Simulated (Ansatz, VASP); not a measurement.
**LiCl: VASP beside Ansatz**

File INCAR:

```
SYSTEM = LiCl
PREC = Accurate
ENCUT = 520
EDIFF = 1E-6
ISMEAR = -1
SIGMA = 0.05
LREAL = .False.
LASPH = .True.
NELM = 100
ALGO = Normal
ISIF = 2
LWAVE = .False.
LCHARG = .True.
GGA = PS
LELF = .True.
LVHAR = .True.
NBANDS = 12
```

The input KPOINTS:

```
Automatic mesh
0
Gamma
  9 9 9
  0 0 0
```

POSCAR

```
LiCl
1.0
    0.0000000000      2.5301066968      2.5301066968
    2.5301066968      0.0000000000      2.5301066968
    2.5301066968      2.5301066968      0.0000000000
Cl Li
1 1
Direct
    0.5000000000      0.5000000000      0.5000000000
    0.0000000000      0.0000000000      0.0000000000
```

Contents of input.yaml:

```yaml
crystal:
  lattice:
    - [0.0, 2.5301066968, 2.5301066968]
    - [2.5301066968, 0.0, 2.5301066968]
    - [2.5301066968, 2.5301066968, 0.0]
  atoms:
    - { symbol: Cl, position: [0.5, 0.5, 0.5] }
    - { symbol: Li, position: [0.0, 0.0, 0.0] }
hamiltonian:
  xc: pbesol
  pseudopotentials: { kind: paw }
kpoints:
  mp_grid: { grid: [9, 9, 9] }
scf:
  occupations: { method: fermi_dirac, width: 0.05 }
output:
  forces: true
  stress: true
  eigenvalues: true
  write_density: true
  write_potential: true
  elf: true
  volumetric_format: npy
```

Alike in both runs: task single point; functional PBEsol; k mesh 9 × 9 × 9; occupations fermi-dirac, width 0.05 eV; no spin polarisation.

```csv
,VASP,Ansatz
version,VASP 6.6.1,Ansatz 0.2.0
potentials or method,"VASP PAW PBE potentials, release 64 (Cl, Li_sv)",Ansatz PAW
plane-wave cutoff (eV),520,420
valence electrons in the cell,10,10
```

```csv
,VASP,Ansatz,Ansatz less VASP
gap on the k mesh at the Fermi level (eV),6.37,6.36,-0.010
least direct gap on the mesh (eV),6.37,6.36,-0.010
```

VASP's potentials were made for PBE, not for PBEsol. The functional is the same, so the differences come from potentials, cutoffs and numerics.

Noted on VASP's run: the cutoff is short for stress, so the pressure is rough. Noted on Ansatz's run: odd divisions of the mesh miss points on the zone boundary, where band edges often lie, so the gap on the mesh can be too wide.
